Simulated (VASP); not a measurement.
# Ge2F3 (Pm-3m) in VASP: notebook

Ge2F3 is run at these levels: PBE; tasks: single point, relaxation of cell and atoms.

Program: VASP 6.6.1. These are calculated values, not measurements. Logs are shortened: lines on timing, memory, paths and dates and some standing lists are left out, and cuts for length are marked.

## 1. The cell of the first run

It takes space group Pm-3m (No. 221, cubic). The conventional cell has a = 4.403 Å, b = 4.403 Å, c = 4.403 Å, α = 90.00°, β = 90.00°, γ = 90.00°. Ge (site symmetry m-3m) has 12 F at 3.11 Å and 8 Ge at 3.81 Å within 4.1 Å. Within 2.9 Å of Ge (site symmetry m-3m) lie 6 F at 2.20 Å. F (site symmetry 4/mmm) has 2 Ge at 2.20 Å within 2.9 Å.

## 2. Single point, PBE

Contents of INCAR:

```
SYSTEM = Ge2F3
ALGO = Normal
EDIFF = 1E-6
ENCUT = 600
GGA = PE
GGA_COMPAT = .False.
ISIF = 2
ISMEAR = 0
LASPH = .True.
LCHARG = .True.
LELF = .True.
LREAL = .False.
LVHAR = .True.
LWAVE = .False.
NBANDS = 32
NELM = 120
PREC = Accurate
SIGMA = 0.1
```

Contents of KPOINTS:

```
k-points
0
Gamma
  4 4 4
  0 0 0
```

Contents of POSCAR:

```
Ge2F3
1.0
    4.4032028236      0.0000000000      0.0000000000
    0.0000000000      4.4032028236      0.0000000000
    0.0000000000      0.0000000000      4.4032028236
Ge F
2 3
Direct
    0.0000000000      0.0000000000      0.0000000000
    0.5000000000      0.5000000000      0.5000000000
    0.0000000000      0.5000000000      0.5000000000
    0.5000000000      0.0000000000      0.5000000000
    0.5000000000      0.5000000000      0.0000000000
```

Potentials or basis: VASP PAW PBE potentials, release 64 (Ge_d, F).

The run is started by

```
$ cat potpaw_PBE.64/Ge_d/POTCAR potpaw_PBE.64/F/POTCAR > POTCAR
$ mpirun -np 1 vasp_std > vasp.out
```

OUTCAR:

```text
SYSTEM = Ge2F3
   EDIFF = 1E-6
   ENCUT = 600
   GGA = PE
   ISIF = 2
   ISMEAR = 0
   LASPH = .True.
   LREAL = .False.
   NELM = 120
   PREC = Accurate

 ion  position               nearest neighbor table
   1  0.000  0.000  0.000-
   2  0.500  0.500  0.500-   3 2.20   4 2.20   5 2.20   5 2.20   4 2.20   3 2.20
   3  0.000  0.500  0.500-   2 2.20   2 2.20
   4  0.500  0.000  0.500-   2 2.20   2 2.20
   5  0.500  0.500  0.000-   2 2.20   2 2.20

  LATTYP: Found a simple cubic cell.
 ALAT       =     4.4032028236

  Lattice vectors:

 A1 = (   4.4032028236,   0.0000000000,   0.0000000000)
 A2 = (   0.0000000000,   4.4032028236,   0.0000000000)
 A3 = (   0.0000000000,   0.0000000000,   4.4032028236)

Analysis of symmetry for initial positions (statically):
=====================================================================
 Subroutine PRICEL returns:
 Original cell was already a primitive cell.

 Routine SETGRP: Setting up the symmetry group for a
 simple cubic supercell.

 Subroutine GETGRP returns: Found 48 space group operations
 (whereof 48 operations were pure point group operations)
 out of a pool of 48 trial point group operations.

The static configuration has the point symmetry O_h .

Analysis of symmetry for dynamics (positions and initial velocities):
=====================================================================
 Subroutine PRICEL returns:
 Original cell was already a primitive cell.

 Routine SETGRP: Setting up the symmetry group for a
 simple cubic supercell.

 Subroutine GETGRP returns: Found 48 space group operations
 (whereof 48 operations were pure point group operations)
 out of a pool of 48 trial point group operations.

The dynamic configuration has the point symmetry O_h .

 Subroutine INISYM returns: Found 48 space group operations
 (whereof 48 operations are pure point group operations),
 and found     1 'primitive' translations

----------------------------------------------------------------------------------------

                                     Primitive cell

  volume of cell :      85.3702

  direct lattice vectors                    reciprocal lattice vectors
     4.403202824  0.000000000  0.000000000     0.227107413  0.000000000  0.000000000
     0.000000000  4.403202824  0.000000000     0.000000000  0.227107413  0.000000000
     0.000000000  0.000000000  4.403202824     0.000000000  0.000000000  0.227107413

  length of vectors
     4.403202824  4.403202824  4.403202824     0.227107413  0.227107413  0.227107413

  position of ions in fractional coordinates (direct lattice)
     0.000000000  0.000000000  0.000000000
     0.500000000  0.500000000  0.500000000
     0.000000000  0.500000000  0.500000000
     0.500000000  0.000000000  0.500000000
     0.500000000  0.500000000  0.000000000

  ion indices of the primitive-cell ions
   primitive index   ion index
                 1           1
                 2           2
                 3           3
                 4           4
                 5           5

----------------------------------------------------------------------------------------

 KPOINTS: k-points

Automatic generation of k-mesh.
 Grid dimensions read from file:
 generate k-points for:    4    4    4

 Generating k-lattice:

  Cartesian coordinates                     Fractional coordinates (reciprocal lattice)
     0.056776853  0.000000000  0.000000000     0.250000000  0.000000000  0.000000000
     0.000000000  0.056776853  0.000000000     0.000000000  0.250000000  0.000000000
     0.000000000  0.000000000  0.056776853     0.000000000  0.000000000  0.250000000

  Length of vectors
     0.056776853  0.056776853  0.056776853

  Shift w.r.t. Gamma in fractional coordinates (k-lattice)
     0.000000000  0.000000000  0.000000000

 Subroutine IBZKPT returns following result:
 ===========================================

 Found     10 irreducible k-points:

 Following reciprocal coordinates:
            Coordinates               Weight
  0.000000  0.000000  0.000000      1.000000
  0.250000  0.000000  0.000000      6.000000
  0.500000  0.000000  0.000000      3.000000
  0.250000  0.250000  0.000000     12.000000
  0.500000  0.250000  0.000000     12.000000
  0.500000  0.500000  0.000000      3.000000
  0.250000  0.250000  0.250000      8.000000
  0.500000  0.250000  0.250000     12.000000
  0.500000  0.500000  0.250000      6.000000
  0.500000  0.500000  0.500000      1.000000
   k-points           NKPTS =     10   k-points in BZ     NKDIM =     10   number of bands    NBANDS=     32
   number of dos      NEDOS =    301   number of ions     NIONS =      5
   total plane-waves  NPLWV =  46656
   dimension x,y,z NGX =    36 NGY =   36 NGZ =   36
   dimension x,y,z NGXF=    72 NGYF=   72 NGZF=   72
   ions per type =               2   3
   NGX,Y,Z   is equivalent  to a cutoff of  13.59, 13.59, 13.59 a.u.
   NGXF,Y,Z  is equivalent  to a cutoff of  27.18, 27.18, 27.18 a.u.
 SYSTEM =  Ge2F3
   PREC   = accura    normal or accurate (medium, high low for compatibility)
   ISTART =      0    job   : 0-new  1-cont  2-samecut
   ICHARG =      2    charge: 1-file 2-atom 10-const
   ISPIN  =      1    spin polarized calculation?
   LNONCOLLINEAR =      F non collinear calculations
   LSORBIT =      F    spin-orbit coupling
   LASPH  =      T    aspherical Exc in radial PAW
   ENCUT  =  600.0 eV  44.10 Ry    6.64 a.u.   8.79  8.79  8.79*2*pi/ulx,y,z
   NELM   =    120;   NELMIN=  2; NELMDL= -5     # of ELM steps
   EDIFF  = 0.1E-05   stopping-criterion for ELM
   LREAL  =      F    real-space projection
   EDIFFG = 0.1E-04   stopping-criterion for IOM
   NSW    =      0    number of steps for IOM
   IBRION =     -1    ionic relax: 0-MD 1-quasi-New 2-CG
   NFREE  =      0    steps in history (QN), initial steepest desc. (CG)
   ISIF   =      2    stress and relaxation
   ISYM   =      2    0-nonsym 1-usesym 2-fastsym
   POTIM  = 0.5000    time-step for ionic-motion
   TEBEG  =    0.0;   TEEND  =   0.0 temperature during run
   PSTRESS=    0.0 pullay stress
   NELECT =      49.0000    total number of electrons
   NUPDOWN=      -1.0000    fix difference up-down
   EMIN   =  10.00;   EMAX   =-10.00  energy-range for DOS
   EFERMI =   0.00;   METHOD = LEGACY
   ISMEAR =     0;   SIGMA  =   0.10  broadening in eV -4-tet -1-fermi 0-gaus
   EFERMI_NEDOS =   21; number of points for ismear=-14 and -15
   IALGO  =     38    algorithm
   IMIX   =      4    mixing-type and parameters
     AMIX     =   0.40;   BMIX     =  1.00
     AMIX_MAG =   1.60;   BMIX_MAG =  1.00
  volume/ion in A,a.u.               =      17.07       115.22
  Fermi-wavevector in a.u.,A,eV,Ry     =   1.360520  2.571009 25.184572  1.851014
  Thomas-Fermi vector in A             =   2.487175
   LORBIT       =      0    0 simple, 1 ext, 2 COOP (PROOUT), +10 PAW based schemes
   GGA     = PE    functional components
   LHFCALC =     F    Hartree Fock is set to
   AEXX    =    0.0000 exact exchange contribution
   IVDW    =     0    specifies the selected vdW correction
   LEPSILON=     F    determine dielectric tensor
   LRPA    =     F    only Hartree local field effects (RPA)
 non-spin polarized calculation
 Gauss-broadening in eV      SIGMA  =   0.10
  energy-cutoff  :      600.00
  volume of cell :       85.37
 maximum number of plane-waves:      2897
 NGX is ok and might be reduce to    36
   NGX = 17   NGY = 17   NGZ = 17

 number of electron      48.9999990 magnetization

 Free energy of the ion-electron system (eV)
  ---------------------------------------------------
  ext. energy  EPLUGINS =         0.00000000
  ---------------------------------------------------
  free energy    TOTEN  =       -20.53145618 eV

  energy without entropy =      -20.50174726  energy(sigma->0) =      -20.51660172

 E-fermi :   3.1603     XC(G=0):  -9.3551

 val. band max:        3.1476113668   @ k =   0.2500   0.2500   0.2500
 cond. band min:       3.1864000430   @ k =   0.5000   0.2500   0.2500
 fundamental gap:      0.0387886762
 Fermi energy:         3.1602570489

 k-point     1 :       0.0000    0.0000    0.0000
  band No.  band energies     occupation
      1     -23.4943      2.00000
      2     -23.4943      2.00000
      3     -23.4927      2.00000
      4     -23.4927      2.00000
      5     -23.4927      2.00000
      6     -22.1566      2.00000
[... 24 lines left out ...]
     31       9.5109      0.00000
     32       9.5109      0.00000

 k-point     2 :       0.2500    0.0000    0.0000
  band No.  band energies     occupation
      1     -23.4940      2.00000
      2     -23.4936      2.00000
      3     -23.4929      2.00000
      4     -23.4929      2.00000
      5     -23.4927      2.00000
      6     -22.1565      2.00000
[... 24 lines left out ...]
     31       9.9782      0.00000
     32      10.9265      0.00000

 k-point     3 :       0.5000    0.0000    0.0000
  band No.  band energies     occupation
      1     -23.4938      2.00000
      2     -23.4930      2.00000
      3     -23.4930      2.00000
      4     -23.4930      2.00000
      5     -23.4927      2.00000
      6     -22.1564      2.00000
[... 24 lines left out ...]
     31      10.5403      0.00000
     32      12.1902      0.00000

 k-point     4 :       0.2500    0.2500    0.0000
  band No.  band energies     occupation
      1     -23.4937      2.00000
      2     -23.4932      2.00000
      3     -23.4932      2.00000
      4     -23.4929      2.00000
      5     -23.4929      2.00000
      6     -22.1317      2.00000
[... 164 lines left out ...]
     31      12.2815      0.00000
     32      12.4691      0.00000

 k-point     9 :       0.5000    0.5000    0.2500
  band No.  band energies     occupation
      1     -23.4942      2.00000
      2     -23.4936      2.00000
      3     -23.4936      2.00000
      4     -23.4926      2.00000
      5     -23.4921      2.00000
      6     -22.0407      2.00000
[... 24 lines left out ...]
     31      12.7734      0.00000
     32      12.8680      0.00000

 k-point    10 :       0.5000    0.5000    0.5000
  band No.  band energies     occupation
      1     -23.4942      2.00000
      2     -23.4942      2.00000
      3     -23.4942      2.00000
      4     -23.4921      2.00000
      5     -23.4921      2.00000
      6     -21.9643      2.00000
[... 24 lines left out ...]
     31      13.4784      0.00000
     32      13.4784      0.00000

------------------------ aborting loop because EDIFF is reached ----------------------------------------

  FORCE on cell =-STRESS in cart. coord.  units (eV):
  Direction    XX          YY          ZZ          XY          YZ          ZX
  --------------------------------------------------------------------------------------
  -------------------------------------------------------------------------------------
  Total       -0.0370736     -0.0370736     -0.0370736     -0.0000000     -0.0000000      0.0000000
  in kB       -0.6957763     -0.6957763     -0.6957763     -0.0000000     -0.0000000      0.0000000
  external PRESSURE =      -0.6957763 kB  Pullay stress =       0.0000000 kB

 VOLUME and BASIS-vectors are now :
 -----------------------------------------------------------------------------
  energy-cutoff  :      600.00
  volume of cell :       85.37
      direct lattice vectors                 reciprocal lattice vectors
     4.403202824  0.000000000  0.000000000     0.227107413  0.000000000  0.000000000
     0.000000000  4.403202824  0.000000000     0.000000000  0.227107413  0.000000000
     0.000000000  0.000000000  4.403202824     0.000000000  0.000000000  0.227107413

 POSITION                                       TOTAL-FORCE (eV/Angst)
 -----------------------------------------------------------------------------------
      0.00000      0.00000      0.00000         0.000000      0.000000      0.000000
      2.20160      2.20160      2.20160         0.000000      0.000000      0.000000
      0.00000      2.20160      2.20160         0.000000      0.000000      0.000000
      2.20160      0.00000      2.20160         0.000000      0.000000      0.000000
      2.20160      2.20160      0.00000         0.000000      0.000000      0.000000
 -----------------------------------------------------------------------------------
    total drift:                                0.000000      0.000000      0.000000

  FREE ENERGIE OF THE ION-ELECTRON SYSTEM (eV)
  ---------------------------------------------------
  free  energy   TOTEN  =       -20.5314561837 eV

  energy  without entropy=      -20.5017472608  energy(sigma->0) =      -20.51660172
```

Run time: 29 s. Hardware: 1 thread of Intel Xeon Platinum 8559C (Emerald Rapids), shared host; peak memory 0.2 GiB.

Results:

```yaml
Free_energy: -20.5315 eV
Pressure: -0.1 GPa
```

Levels at points of the mesh, in eV from the Fermi level:
```tsv
k point	band 20	band 21	band 22	band 23	band 24	band 25	band 26	band 27	band 28	band 29
(0.00, 0.00, 0.00)	-5.06	-5.06	-4.94	-4.94	-4.94	1.11	1.11	1.11	6.32	6.32
(0.50, 0.00, 0.00)	-5.06	-4.95	-4.95	-4.85	-2.66	-0.56	0.83	0.83	3.32	5.49
(0.50, 0.50, 0.00)	-5.15	-5.15	-5.13	-4.55	-1.10	-0.23	-0.23	0.58	3.60	3.60
(0.50, 0.50, 0.50)	-5.44	-4.54	-4.54	-4.54	0.17	0.60	0.60	0.60	2.16	2.16
```

Caveat: an odd number of electrons without spin polarisation forces a metal; a magnetic or distorted state may lie lower.

## 3. Relaxation of cell and atoms, PBE

This run uses another cell than the first one, of 15.63 Å³/atom, 0.916 times its volume.

Contents of INCAR:

```
ALGO = Normal
EDIFF = 1E-7
EDIFFG = -0.04
ENCUT = 600
GGA = PE
GGA_COMPAT = F
IBRION = 2
ISIF = 3
ISMEAR = 0
LASPH = T
LCHARG = F
LREAL = F
LWAVE = F
NELM = 120
NELMIN = 4
NSW = 90
PREC = Accurate
SIGMA = 0.1
```

Contents of KPOINTS:

```
k-points
0
Gamma
  4 4 4
```

Edit POSCAR of step 2 so:

```diff
@@ -2,5 +2,5 @@
 1.0
-    4.4032028236      0.0000000000      0.0000000000
-    0.0000000000      4.4032028236      0.0000000000
-    0.0000000000      0.0000000000      4.4032028236
+    4.2757141300      0.0000000000      0.0000000000
+    0.0000000000      4.2757141300      0.0000000000
+    0.0000000000      0.0000000000      4.2757141300
 Ge F
```

Potentials or basis: VASP PAW PBE potentials, release 64 (Ge_d, F).

The run is started by

```
$ cat potpaw_PBE.64/Ge_d/POTCAR potpaw_PBE.64/F/POTCAR > POTCAR
$ mpirun -np 1 vasp_std > vasp.out
```

Run time: 30 s. Hardware: 1 thread of Intel Xeon Platinum 8559C (Emerald Rapids), shared host; peak memory 0.21 GiB.

The run converged. Its results:

- Free energy: -20.5191 eV
- Relaxed volume: 16.98 Å³/atom
- Relaxed cell: a = 4.395 Å, b = 4.395 Å, c = 4.395 Å, α = 90.00°, β = 90.00°, γ = 90.00°
- Space group after relaxing (to 0.05 Å): Pm-3m (No. 221)
- Energy gained by relaxing: 25.0 meV/atom
- Ionic steps: 2
- Pressure after relaxing: 0.3 GPa

The path:
```csv
step,energy change (eV),largest force (eV/Å),pressure (GPa),volume (Å³)
1,0.0000,0.0000,5.94,78.17
2,-0.1249,0.0000,0.35,84.91
```

Final structure:
```
CELL_PARAMETERS angstrom
4.39523 0.00000 0.00000
0.00000 4.39523 0.00000
0.00000 0.00000 4.39523
ATOMIC_POSITIONS crystal
Ge 0.00000 0.00000 0.00000
Ge 0.50000 0.50000 0.50000
F 0.00000 0.50000 0.50000
F 0.50000 0.00000 0.50000
F 0.50000 0.50000 0.00000
```

Levels at points of the mesh, in eV from the Fermi level:
| k point | band 22 | band 23 | band 24 | band 25 | band 26 | band 27 |
| --- | --- | --- | --- | --- | --- | --- |
| (0.00, 0.00, 0.00) | -4.97 | -4.97 | -4.97 | 1.12 | 1.12 | 1.12 |
| (0.50, 0.00, 0.00) | -4.97 | -4.87 | -2.66 | -0.56 | 0.83 | 0.83 |
| (0.50, 0.50, 0.00) | -5.15 | -4.57 | -1.08 | -0.23 | -0.23 | 0.58 |
| (0.50, 0.50, 0.50) | -4.57 | -4.57 | 0.20 | 0.60 | 0.60 | 0.60 |

Caveat: the k points lie up to 0.36 Å⁻¹ apart in the final cell; an odd number of electrons without spin polarisation forces a metal; a magnetic or distorted state may lie lower.
